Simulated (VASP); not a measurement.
Input of a VASP 6.6.1 run:

The input POSCAR:

```
Ta2N
1.0
    3.0526983617      0.0000000000      0.0000000000
   -1.5263491808      2.6437143313      0.0000000000
    0.0000000000      0.0000000000      4.8802846424
Ta N
2 1
Direct
    0.3333333333      0.6666666667      0.2579471457
    0.6666666667      0.3333333333      0.7420528543
    0.0000000000      0.0000000000      0.0000000000
```

File INCAR.step1:

```
PREC     = Accurate       # precision mode
ENCUT    = 520            # plane-wave cutoff, eV
ISMEAR   = -1             # smearing method
SIGMA    = 0.05           # smearing width, eV
LREAL    = False          # projectors in reciprocal space
LASPH    = True           # aspherical terms in the spheres
NELM     = 80             # most SCF steps
NBANDS   = 20             # bands
GGA      = PE             # functional
ALGO     = Normal         # electronic algorithm
EDIFF    = 1E-4           # SCF threshold, eV
LWAVE    = True           # write WAVECAR
LCHARG   = False          # write CHGCAR
```

The input INCAR.step2:

```
PREC     = Accurate       # precision mode
ENCUT    = 520            # plane-wave cutoff, eV
EDIFF    = 1E-6           # SCF threshold, eV
ISMEAR   = -1             # smearing method
SIGMA    = 0.05           # smearing width, eV
LREAL    = False          # projectors in reciprocal space
LASPH    = True           # aspherical terms in the spheres
NELM     = 80             # most SCF steps
ALGO     = Normal         # electronic algorithm
ISIF     = 2              # what is computed and relaxed
LWAVE    = False          # write WAVECAR
LCHARG   = False          # write CHGCAR
METAGGA  = R2SCAN         # meta-GGA
LMIXTAU  = True         
NBANDS   = 20             # bands
ISTART   = 1
```

The input KPOINTS:

```
Automatic mesh
0
Gamma
  10 10 6
```

Potentials or basis: VASP PAW PBE potentials, release 64 (Ta_pv, N).

Command:

```sh
$ cat potpaw_PBE.64/Ta_pv/POTCAR potpaw_PBE.64/N/POTCAR > POTCAR
$ cp INCAR.step1 INCAR
$ mpirun -np 1 vasp_std > vasp.out
$ cp INCAR.step2 INCAR
$ mpirun -np 1 vasp_std > vasp.out
```

Q: Estimate the largest force.

A: 0.079 eV/Å.

Q: Estimate the band gap on the k mesh.

A: Zero (an odd number of electrons rules out a gap without spin polarisation).

Forces in eV/Å, atoms in the order of the input:
```
Ta   0.000  0.000  0.079
Ta   0.000  0.000 -0.079
N    0.000  0.000  0.000
```

Caveat: the PAW data sets were made with another functional, which shifts forces and pressure a little; spin-orbit coupling is left out, which moves the levels of the heavy elements.
